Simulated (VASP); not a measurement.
Runs of VASP 6.6.1 on SiO2. The structure is that of space group P4_2/mnm (No. 136), or close to it. The cells are those of the table. 

| cell | gap on the mesh (eV) | pressure (GPa) | largest force (eV/Å) |
| --- | --- | --- | --- |
| a = 4.280, b = 4.280, c = 2.470 Å, 6 atoms | 6.27 | (a) | 0.43 |
| a = 4.180, b = 4.180, c = 2.534 Å, 6 atoms | (b) | 17.7 | 0.05 |
| a = 4.130, b = 4.130, c = 2.789 Å, 6 atoms | 5.00 | -12.0 | 0.14 |
| a = 4.230, b = 4.230, c = 2.534 Å, 6 atoms | 6.25 | (c) | 0.24 |

Alike in all rows: task single point; level LDA; potentials or basis VASP PAW LDA potentials, release 64 (Si, O_h); no spin polarisation; k mesh 6 × 6 × 8; cutoff (eV) 1340; smearing gaussian 0.05 eV.

Q: Estimate the missing entries.

A: (a) 13.5; (b) 6.68; (c) 9.4.

Caveats: the stress differs along the axes, from -7 to 54 GPa (at least some runs); the stress differs along the axes, from 6 to 40 GPa (at least some runs); the stress differs along the axes, from -28 to -4 GPa (at least some runs); the stress differs along the axes, from -3 to 35 GPa (at least some runs).

A k mesh can miss the band edges.
